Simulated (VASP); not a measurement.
Write the native input for VASP 6.6.1 that does the following.

* Task: single point
* Functional: PBE
* Potentials or basis: VASP PAW PBE potentials, release 64 (Mn_pv, As)
* Cutoff: 520 eV
* k mesh: 12 × 12 × 12
* Occupations: gaussian, width 0.05 eV
* Spin: collinear spin, ferromagnetic start
* Starting moments: [3.89, 0.0] μB
* Dipole correction: no
* Further INCAR settings: ALGO = Normal; EDIFF = 1e-06; NBANDS = 20

The structure of MnAs lies in POSCAR:

```
MnAs
1.0
    0.0000000000      2.8299541856      2.8299541856
    2.8299541856      0.0000000000      2.8299541856
    2.8299541856      2.8299541856      0.0000000000
Mn As
1 1
Direct
    0.0000000000      0.0000000000      0.0000000000
    0.2500000000      0.2500000000      0.2500000000
```

These files were run (other wordings do the same):

INCAR

```
SYSTEM = MnAs
PREC = Accurate
ENCUT = 520
EDIFF = 1E-6
ISMEAR = 0
SIGMA = 0.05
LREAL = .False.
LASPH = .True.
NELM = 150
ALGO = Normal
ISIF = 2
LWAVE = .False.
LCHARG = .False.
ISPIN = 2
MAGMOM = 3.89 0
LORBIT = 11
LMAXMIX = 4
GGA = PE
NBANDS = 20
```

KPOINTS

```
regular mesh
0
Gamma
  12 12 12
  0 0 0
```

Potentials or basis: VASP PAW PBE potentials, release 64 (Mn_pv, As).

Command:

```sh
$ cat potpaw_PBE.64/Mn_pv/POTCAR potpaw_PBE.64/As/POTCAR > POTCAR
$ mpirun -np 1 vasp_std > vasp.out
```

Results of the run:

| Quantity | Value |
| --- | --- |
| Pressure | 0.1 GPa |
| Net moment | 3.71 μB per cell |
| Site moments | Mn +3.65; As -0.16 μB |
| Valence electrons inside the program's atomic spheres | Mn 11.51; As 2.83 |

Caveat: a cell with one magnetic atom can't hold antiferromagnetic order, which such compounds often take.

Run time: 2.3 min on 1 thread of Intel Xeon 6975P-C (shared host), peak memory 0.26 GiB.
